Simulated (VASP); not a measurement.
# Si16B (a cell with a defect) in VASP: single point with PBE

Aim: the single point of Si16B (a cell with a defect) with PBE.

All numbers are computed with VASP 6.6.1; they aren't measurements. Logs are shortened: lines on timing, memory, paths and dates and some standing lists are left out, and cuts for length are marked.

**1. The cell of the first run**

The cell holds a defect, 17 atoms: a = 7.679 Å, b = 7.679 Å, c = 7.679 Å, α = 60.00°, β = 60.00°, γ = 60.00°.

**2. Single point, PBE, collinear spin, ferromagnetic start**

INCAR

```
PREC     = Accurate       # precision mode
ENCUT    = 520            # plane-wave cutoff, eV
EDIFF    = 1E-6           # SCF threshold, eV
ISMEAR   = -1             # smearing method
SIGMA    = 0.02           # smearing width, eV
LREAL    = Auto         
LASPH    = T              # aspherical terms in the spheres
NELM     = 150            # most SCF steps
ALGO     = Normal         # electronic algorithm
ISIF     = 2              # what is computed and relaxed
LWAVE    = F              # write WAVECAR
LCHARG   = F              # write CHGCAR
ISPIN    = 2              # spin polarisation
MAGMOM   = 0 0 0 0 0 0 0 0 0 0 0 0 0 0 0 0 1 # initial moments
LORBIT   = 11             # projections on sites
GGA      = PE             # functional
NBANDS   = 52             # bands
```

KPOINTS

```
regular mesh
0
Gamma
  2 2 2
```

POSCAR

```
Si16B
1.0
    0.0000000000      5.4300000000      5.4300000000
    5.4300000000      0.0000000000      5.4300000000
    5.4300000000      5.4300000000      0.0000000000
Si B
16 1
Direct
   -0.0088619564      0.0190501717     -0.0014001138
    0.1281404437      0.1182654569      0.1353520776
   -0.0029633398     -0.0056320641      0.5087962783
    0.1260976686      0.1251988518      0.6238456836
   -0.0088655041      0.4925547060      0.0051354617
    0.1230103454      0.6359854075      0.1134101929
   -0.0094028084      0.5031553853      0.4974621880
    0.1263401362      0.6189325287      0.6265841853
    0.4997568932     -0.0022174967      0.0050679547
    0.6185652091      0.1290283214      0.1274907668
    0.4982023163      0.0015002923      0.5002591148
    0.6220780109      0.1216966694      0.6305532114
    0.4991778851      0.5018738641     -0.0016275865
    0.6178836909      0.6251278196      0.1292647467
    0.4985390809      0.4960828703      0.5023390293
    0.6163945131      0.6283606589      0.6254219720
    0.9511481152      0.3685592568      0.8286406373
```

Potentials or basis: VASP PAW PBE potentials, release 64 (Si, B).

Started as:

```
cat potpaw_PBE.64/Si/POTCAR potpaw_PBE.64/B/POTCAR > POTCAR
mpirun -np 1 vasp_std > vasp.out
```

OUTCAR:

```text
PREC = Accurate
   ENCUT = 520
   EDIFF = 1E-6
   ISMEAR = -1
   LREAL = Auto
   LASPH = T
   NELM = 150
   ISIF = 2
   ISPIN = 2
   LORBIT = 11
   GGA = PE

 ion  position               nearest neighbor table
   1  0.991  0.019  0.999-  17 2.25  10 2.34   2 2.34   4 2.35   6 2.40
   2  0.128  0.118  0.135-   9 2.33   3 2.34   1 2.34   5 2.35
   3  0.997  0.994  0.509-   2 2.34  12 2.35   4 2.35   8 2.35
   4  0.126  0.125  0.624-  11 2.33   3 2.35   1 2.35   7 2.37  17 2.47
   5  0.991  0.493  0.005-  17 2.20  14 2.34   2 2.35   8 2.37   6 2.41
   6  0.123  0.636  0.113-  13 2.36   1 2.40   7 2.41   5 2.41
   7  0.991  0.503  0.497-  17 2.13  16 2.35   4 2.37   8 2.39   6 2.41
   8  0.126  0.619  0.627-  17 2.33  15 2.33   3 2.35   5 2.37   7 2.39
   9  0.500  0.998  0.005-   2 2.33  10 2.34  14 2.34  12 2.35
  10  0.619  0.129  0.127-   9 2.34  11 2.34   1 2.34  13 2.34
  11  0.498  0.002  0.500-   4 2.33  10 2.34  16 2.34  12 2.35
  12  0.622  0.122  0.631-  15 2.35  11 2.35   9 2.35   3 2.35
  13  0.499  0.502  0.998-  10 2.34  14 2.34  16 2.34   6 2.36
  14  0.618  0.625  0.129-   9 2.34  13 2.34  15 2.34   5 2.34
  15  0.499  0.496  0.502-   8 2.33  14 2.34  16 2.34  12 2.35
  16  0.616  0.628  0.625-  13 2.34  11 2.34  15 2.34   7 2.35
  17  0.951  0.369  0.829-   7 2.13   5 2.20   1 2.25   8 2.33   4 2.47

  LATTYP: Found a face centered cubic cell.
 ALAT       =    10.8600000000

  Lattice vectors:

 A1 = (   0.0000000000,   5.4300000000,   5.4300000000)
 A2 = (   5.4300000000,   0.0000000000,   5.4300000000)
 A3 = (   5.4300000000,   5.4300000000,   0.0000000000)

Analysis of symmetry for initial positions (statically):
=====================================================================
 Subroutine PRICEL returns:
 Original cell was already a primitive cell.

 Routine SETGRP: Setting up the symmetry group for a
 face centered cubic supercell.

 Subroutine GETGRP returns: Found  1 space group operations
 (whereof  1 operations were pure point group operations)
 out of a pool of 48 trial point group operations.

The static configuration has the point symmetry C_1 .

Analysis of symmetry for dynamics (positions and initial velocities):
=====================================================================
 Subroutine PRICEL returns:
 Original cell was already a primitive cell.

 Routine SETGRP: Setting up the symmetry group for a
 face centered cubic supercell.

 Subroutine GETGRP returns: Found  1 space group operations
 (whereof  1 operations were pure point group operations)
 out of a pool of 48 trial point group operations.

The dynamic configuration has the point symmetry C_1 .

Analysis of structural, dynamic, and magnetic symmetry:
=====================================================================
 Subroutine PRICEL returns:
 Original cell was already a primitive cell.

 Routine SETGRP: Setting up the symmetry group for a
 face centered cubic supercell.

 Subroutine GETGRP returns: Found  1 space group operations
 (whereof  1 operations were pure point group operations)
 out of a pool of 48 trial point group operations.

The overall configuration has the point symmetry C_1 .

 Subroutine INISYM returns: Found  1 space group operations
 (whereof  1 operations are pure point group operations),
 and found     1 'primitive' translations

----------------------------------------------------------------------------------------

                                     Primitive cell

  volume of cell :     320.2060

  direct lattice vectors                    reciprocal lattice vectors
     0.000000000  5.430000000  5.430000000    -0.092081031  0.092081031  0.092081031
     5.430000000  0.000000000  5.430000000     0.092081031 -0.092081031  0.092081031
     5.430000000  5.430000000  0.000000000     0.092081031  0.092081031 -0.092081031

  length of vectors
     7.679179644  7.679179644  7.679179644     0.159489025  0.159489025  0.159489025

  position of ions in fractional coordinates (direct lattice)
     0.991138044  0.019050172  0.998599886
     0.128140444  0.118265457  0.135352078
     0.997036660  0.994367936  0.508796278
     0.126097669  0.125198852  0.623845684
     0.991134496  0.492554706  0.005135462
     0.123010345  0.635985408  0.113410193
[... 9 lines left out ...]
     0.616394513  0.628360659  0.625421972
     0.951148115  0.368559257  0.828640637

  ion indices of the primitive-cell ions
[... 62 lines left out ...]
   NGXF,Y,Z  is equivalent  to a cutoff of  25.98, 25.98, 25.98 a.u.
 SYSTEM =  unknown system
   PREC   = accura    normal or accurate (medium, high low for compatibility)
   ISTART =      0    job   : 0-new  1-cont  2-samecut
   ICHARG =      2    charge: 1-file 2-atom 10-const
   ISPIN  =      2    spin polarized calculation?
   LNONCOLLINEAR =      F non collinear calculations
   LSORBIT =      F    spin-orbit coupling
   LASPH  =      T    aspherical Exc in radial PAW
   ENCUT  =  520.0 eV  38.22 Ry    6.18 a.u.  14.28 14.28 14.28*2*pi/ulx,y,z
   NELM   =    150;   NELMIN=  2; NELMDL= -5     # of ELM steps
   EDIFF  = 0.1E-05   stopping-criterion for ELM
   LREAL  =      T    real-space projection
   EDIFFG = 0.1E-04   stopping-criterion for IOM
   NSW    =      0    number of steps for IOM
   IBRION =     -1    ionic relax: 0-MD 1-quasi-New 2-CG
   NFREE  =      0    steps in history (QN), initial steepest desc. (CG)
   ISIF   =      2    stress and relaxation
   ISYM   =      2    0-nonsym 1-usesym 2-fastsym
   POTIM  = 0.5000    time-step for ionic-motion
   TEBEG  =    0.0;   TEEND  =   0.0 temperature during run
   PSTRESS=    0.0 pullay stress
   NELECT =      67.0000    total number of electrons
   NUPDOWN=      -1.0000    fix difference up-down
   EMIN   =  10.00;   EMAX   =-10.00  energy-range for DOS
   EFERMI =   0.00;   METHOD = LEGACY
   ISMEAR =    -1;   SIGMA  =   0.02  broadening in eV -4-tet -1-fermi 0-gaus
   EFERMI_NEDOS =   21; number of points for ismear=-14 and -15
   IALGO  =     38    algorithm
   IMIX   =      4    mixing-type and parameters
     AMIX     =   0.40;   BMIX     =  1.00
     AMIX_MAG =   1.60;   BMIX_MAG =  1.00
  volume/ion in A,a.u.               =      18.84       127.11
  Fermi-wavevector in a.u.,A,eV,Ry     =   0.971904  1.836632 12.852022  0.944597
  Thomas-Fermi vector in A             =   2.102159
   LORBIT       =     11    0 simple, 1 ext, 2 COOP (PROOUT), +10 PAW based schemes
   GGA     = PE    functional components
   LHFCALC =     F    Hartree Fock is set to
   AEXX    =    0.0000 exact exchange contribution
   IVDW    =     0    specifies the selected vdW correction
   LEPSILON=     F    determine dielectric tensor
   LRPA    =     F    only Hartree local field effects (RPA)
 spin polarized calculation
  energy-cutoff  :      520.00
  volume of cell :      320.21
 maximum number of plane-waves:      8646
 NGX is ok and might be reduce to    60
   NGX = 29   NGY = 29   NGZ = 29

 number of electron      67.0000000 magnetization      -0.0003018

 number of electron      67.0000000 magnetization       0.0000101

 Free energy of the ion-electron system (eV)
  ---------------------------------------------------
  ext. energy  EPLUGINS =         0.00000000
  ---------------------------------------------------
  free energy    TOTEN  =       -88.68524678 eV

  energy without entropy =      -88.68495753  energy(sigma->0) =      -88.68510215

 E-fermi :   6.4325     XC(G=0):  -9.5692

 val. band max:        6.3215577151   @ k =   0.0000   0.5000   0.0000
 cond. band min:       6.5456398254   @ k =   0.5000   0.0000   0.5000
 fundamental gap:      0.2240821104
 Fermi energy:         6.4324970160

 spin component 1

 k-point     1 :       0.0000    0.0000    0.0000
  band No.  band energies     occupation
      1      -6.3315      1.00000
      2      -4.1607      1.00000
      3      -3.8911      1.00000
      4      -3.8484      1.00000
      5      -3.6099      1.00000
      6      -2.5137      1.00000
[... 373 lines left out ...]
     44       9.8745      0.00000
     45      10.2582      0.00000
 Fermi energy:         6.4324970160

 spin component 2

 k-point     1 :       0.0000    0.0000    0.0000
  band No.  band energies     occupation
      1      -6.3315      1.00000
      2      -4.1607      1.00000
      3      -3.8911      1.00000
      4      -3.8484      1.00000
      5      -3.6099      1.00000
      6      -2.5137      1.00000
[... 373 lines left out ...]
     44       9.8745      0.00000
     45      10.2582      0.00000
 [bands above 45 left out]

------------------------ aborting loop because EDIFF is reached ----------------------------------------

  FORCE on cell =-STRESS in cart. coord.  units (eV):
  Direction    XX          YY          ZZ          XY          YZ          ZX
  --------------------------------------------------------------------------------------
  -------------------------------------------------------------------------------------
  Total        6.0675764      6.2992039      6.1441591     -0.5803800      0.6434725     -1.0207092
  in kB       30.3596214     31.5185889     30.7428092     -2.9039794      3.2196680     -5.1072029
  external PRESSURE =      30.8736732 kB  Pullay stress =       0.0000000 kB

 VOLUME and BASIS-vectors are now :
 -----------------------------------------------------------------------------
  energy-cutoff  :      520.00
  volume of cell :      320.21
      direct lattice vectors                 reciprocal lattice vectors
     0.000000000  5.430000000  5.430000000    -0.092081031  0.092081031  0.092081031
     5.430000000  0.000000000  5.430000000     0.092081031 -0.092081031  0.092081031
     5.430000000  5.430000000  0.000000000     0.092081031  0.092081031 -0.092081031

 POSITION                                       TOTAL-FORCE (eV/Angst)
 -----------------------------------------------------------------------------------
      5.52584     10.80428      5.48532         0.001995      0.009746     -0.007075
      1.37714      1.43076      1.33798        -0.007130     -0.023962      0.009782
      8.16218      8.17667     10.81333         0.003425     -0.013796     -0.000246
      4.06731      4.07219      1.36454         0.028673      0.011222     -0.000491
      2.70246      5.40975      8.05643         0.007489      0.009793     -0.013103
      4.06922      1.28376      4.12135        -0.004024     -0.004913      0.001687
[... 9 lines left out ...]
      6.80804      6.74306      6.75902         0.002308      0.024164     -0.001194
      6.50080      9.66425      7.16601         0.015887     -0.007488     -0.006803
 -----------------------------------------------------------------------------------
    total drift:                                0.004582      0.001763     -0.000550

  FREE ENERGIE OF THE ION-ELECTRON SYSTEM (eV)
  ---------------------------------------------------
  free  energy   TOTEN  =       -88.6852467779 eV

  energy  without entropy=      -88.6849575272  energy(sigma->0) =      -88.68510215

 total charge

# of ion       s       p       d       tot
------------------------------------------
    1        0.737   0.941   0.000   1.679
    2        0.758   0.931   0.000   1.689
    3        0.756   0.937   0.000   1.693
    4        0.756   0.922   0.000   1.677
    5        0.739   0.938   0.000   1.678
    6        0.782   0.894   0.000   1.676
[... 9 lines left out ...]
   16        0.750   0.941   0.000   1.691
   17        0.798   0.843   0.000   1.641
--------------------------------------------------
tot         12.769  15.898   0.000  28.667

 magnetization (x)

# of ion       s       p       d       tot
------------------------------------------
    1       -0.000  -0.000   0.000  -0.000
    2       -0.000  -0.000   0.000  -0.000
    3       -0.000  -0.000   0.000  -0.000
    4       -0.000  -0.000   0.000  -0.000
    5       -0.000   0.000   0.000  -0.000
    6       -0.000  -0.000   0.000  -0.000
[... 9 lines left out ...]
   16       -0.000  -0.000   0.000  -0.000
   17       -0.000  -0.000   0.000  -0.000
--------------------------------------------------
tot         -0.000  -0.000   0.000  -0.000
```

Run time: 18 min. Hardware: 1 thread of AMD EPYC 7R13, shared host; peak memory 0.67 GiB.

What came out:

| Property | Result |
| --- | --- |
| Free energy | -88.6852 eV |
| Pressure | 3.1 GPa |
| Largest force | 0.031 eV/Å |
| Net moment | 0.00 μB per cell |
| Valence electrons inside the program's atomic spheres | Si 1.68, 1.69, 1.67, 1.70; B 1.64 |

Forces on the atoms (eV/Å):
```
Si   0.002  0.010 -0.007
Si  -0.007 -0.024  0.010
Si   0.003 -0.014  0.000
Si   0.029  0.011  0.000
Si   0.007  0.010 -0.013
Si  -0.004 -0.005  0.002
Si  -0.016 -0.026 -0.001
Si   0.001  0.015 -0.014
Si  -0.002 -0.006 -0.004
Si  -0.006  0.001  0.021
Si   0.002  0.005  0.005
Si   0.004  0.001 -0.003
Si   0.000  0.000  0.003
Si  -0.022  0.002  0.008
Si  -0.009  0.003  0.002
Si   0.002  0.024 -0.001
B    0.016 -0.007 -0.007
```

Caveat: the k points lie up to 0.50 Å⁻¹ apart.
